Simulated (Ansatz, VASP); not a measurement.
PtSe2 in VASP and in Ansatz

```
Pt Se
1.0
     3.72400    0.00000    0.00000
    -1.86200    3.22508    0.00000
     0.00000    0.00000    4.98607
Pt Se
1 2
Direct
  0.00000 0.00000 0.00000
  0.33333 0.66667 0.25000
  0.66667 0.33333 0.75000
```

Change from the starting cell: strain +0.000 along x and y, -0.015 along z, atoms carried along.

Alike in both runs: task single point; functional PBE; k mesh 12 × 12 × 10; occupations gaussian, width 0.15 eV; no spin polarisation.

```csv
,VASP,Ansatz
version,VASP 6.6.1,Ansatz 0.2.0
potentials or method,"VASP PAW PBE potentials, release 64 (Pt, Se), cutoff 520 eV","scalar-relativistic, plane waves, PAW"
valence electrons in the cell,22,50
```

|  | VASP | Ansatz | Ansatz less VASP |
| --- | --- | --- | --- |
| gap on the k mesh at the Fermi level (eV) | none | none | - |
| pressure (GPa) | 9.1 | 9.1 | -0.01 |
| traceless stress, the component that is largest in VASP (GPa) | -1.30 | -1.28 | +0.015 |
| rms of the force components (eV/Å) | 0.374 | 0.370 | -0.0030 |

Atom by atom the forces differ by 0.003 eV/Å (rms over components). A gap of «none» marks a metal or a gap that the smearing closes. With one functional, cell and mesh, what is left measures potentials, basis and numerics. VASP's potentials hold 22 valence electrons a cell and Ansatz's 50, so a difference there can come from the potentials and not from the codes.

Spin-orbit coupling is off throughout.
